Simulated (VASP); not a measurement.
Input of a VASP 6.6.1 run:

INCAR

```
SYSTEM = Sc3Fe
PREC = Accurate
ENCUT = 520
EDIFF = 1E-6
ISMEAR = 0
SIGMA = 0.1
LREAL = .FALSE.
LASPH = .TRUE.
NELM = 150
ALGO = Normal
ISIF = 2
LWAVE = .FALSE.
LCHARG = .TRUE.
ISPIN = 2
MAGMOM = 0 0 0 0.5
LORBIT = 11
LMAXMIX = 4
GGA = PE
LELF = .TRUE.
LVHAR = .TRUE.
NBANDS = 32
```

File KPOINTS:

```
Automatic mesh
0
G
  10 10 10
  0 0 0
```

File POSCAR:

```
Sc3Fe
1.0
    4.3341665860      0.0000000000      0.0000000000
    0.0000000000      4.3341665860      0.0000000000
    0.0000000000      0.0000000000      4.3341665860
Sc Fe
3 1
Direct
    0.0000000000      0.5000000000      0.5000000000
    0.5000000000      0.0000000000      0.5000000000
    0.5000000000      0.5000000000      0.0000000000
    0.0000000000      0.0000000000      0.0000000000
```

Potentials or basis: VASP PAW PBE potentials, release 64 (Sc_sv, Fe).

The run is started by

```sh
$ cat potpaw_PBE.64/Sc_sv/POTCAR potpaw_PBE.64/Fe/POTCAR > POTCAR
$ mpirun -np 1 vasp_std > vasp.out
```

(1) Predict the site moments.

(2) Estimate the pressure.

Answers

(1) Sc -0.30; Fe +2.31 μB.

(2) 0.1 GPa.
